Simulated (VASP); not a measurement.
Na: single point with PBEsol

The system is Na.

```
Na
1.0
    -2.05397    2.05397    2.08574
     2.05397   -2.05397    2.08574
     2.05397    2.05397   -2.08574
Na
1
Direct
  0.00000 0.00000 0.00000
```

This cell differs from its parent crystal: strain -0.030 along x and y, -0.015 along z.

| Property | Result |
| --- | --- |
| Program | VASP 6.6.1 |
| Task | single point |
| Functional | PBEsol |
| Potentials or basis | VASP PAW PBE potentials, release 64 (Na_pv) |
| Cutoff | 520 eV |
| k mesh | 16 × 16 × 16 |
| Occupations | gaussian, width 0.15 eV |
| Spin | no spin polarisation |

| Item | Value |
| --- | --- |
| Pressure | 0.3 GPa |

Levels at points of the mesh, in eV from the Fermi level:
| k point | band 1 | band 2 | band 3 | band 4 | band 5 | band 6 | band 7 | band 8 |
| --- | --- | --- | --- | --- | --- | --- | --- | --- |
| (0.00, 0.00, 0.00) | -24.75 | -24.75 | -24.75 | -3.39 | 11.99 | 11.99 | 12.23 | 12.99 |
| (0.50, 0.00, 0.00) | -24.79 | -24.76 | -24.75 | 0.74 | 1.26 | 8.49 | 9.59 | 9.63 |
| (0.50, 0.50, 0.00) | -24.79 | -24.76 | -24.75 | 0.80 | 1.33 | 8.28 | 9.38 | 9.43 |
| (0.50, 0.50, 0.50) | -24.78 | -24.78 | -24.78 | 4.53 | 4.67 | 4.89 | 5.16 | 5.16 |

It took 4.1 min on 1 thread of AMD EPYC 7R13 (shared host), peak memory 0.19 GiB.

Caveat: the cell differs from its parent crystal (strain -0.030 along x and y, -0.015 along z); the PAW data sets were made with another functional, which shifts forces and pressure a little.
